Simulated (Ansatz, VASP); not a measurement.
# One calculation of BN, two programs

File INCAR:

```
ALGO = Normal ; EDIFF = 1E-6
ENCUT = 520 ; GGA = PS
ISIF = 2 ; ISMEAR = 0
LASPH = T ; LCHARG = F
LREAL = F ; LWAVE = F
NBANDS = 11 ; NELM = 60
PREC = Accurate ; SIGMA = 0.02
```

The input KPOINTS:

```
k-points
0
Gamma
  12 12 12
```

POSCAR

```
BN
1.0
    0.0000000000      1.8130010000      1.8130010000
    1.8130010000      0.0000000000      1.8130010000
    1.8130010000      1.8130010000      0.0000000000
B N
1 1
Direct
    0.0000000000      0.0000000000      0.0000000000
    0.7251792746      0.7748207254      0.7748207254
```

Input for Ansatz:

```yaml
crystal:
  lattice:
    - [0.0, 1.813001, 1.813001]
    - [1.813001, 0.0, 1.813001]
    - [1.813001, 1.813001, 0.0]
  atoms:
    - { symbol: B, position: [0.0, 0.0, 0.0] }
    - { symbol: "N", position: [0.7251792746, 0.7748207254, 0.7748207254] }
basis:
  ecutwfc: 420
kpoints:
  mp_grid: { grid: [12, 12, 12] }
hamiltonian:
  xc: pbesol
scf:
  occupations: { method: gaussian, width: 0.02 }
output:
  forces: true
  stress: true
  eigenvalues: true
```

Change from the starting cell: one atom moved.

Alike in both runs: task single point; functional PBEsol; k mesh 12 × 12 × 12; occupations gaussian, width 0.02 eV; no spin polarisation.

|  | VASP | Ansatz |
| --- | --- | --- |
| version | VASP 6.6.1 | Ansatz 0.2.0 |
| potentials or method | VASP PAW PBE potentials, release 64 (B, N), cutoff 520 eV | scalar-relativistic, plane waves, PAW |
| valence electrons in the cell | 8 | 8 |

```tsv
	VASP	Ansatz	Ansatz less VASP
gap on the k mesh at the Fermi level (eV)	3.47	3.48	+0.012
least direct gap on the mesh (eV)	7.52	7.52	+0.004
pressure (GPa)	-3.4	-4.0	-0.54
traceless stress, the component that is largest in VASP (GPa)	2.24	1.95	-0.286
rms of the force components (eV/Å)	1.211	1.203	-0.0080
```

VASP's potentials were made for PBE, not for PBEsol. Atom by atom the forces differ by 0.008 eV/Å (rms over components).
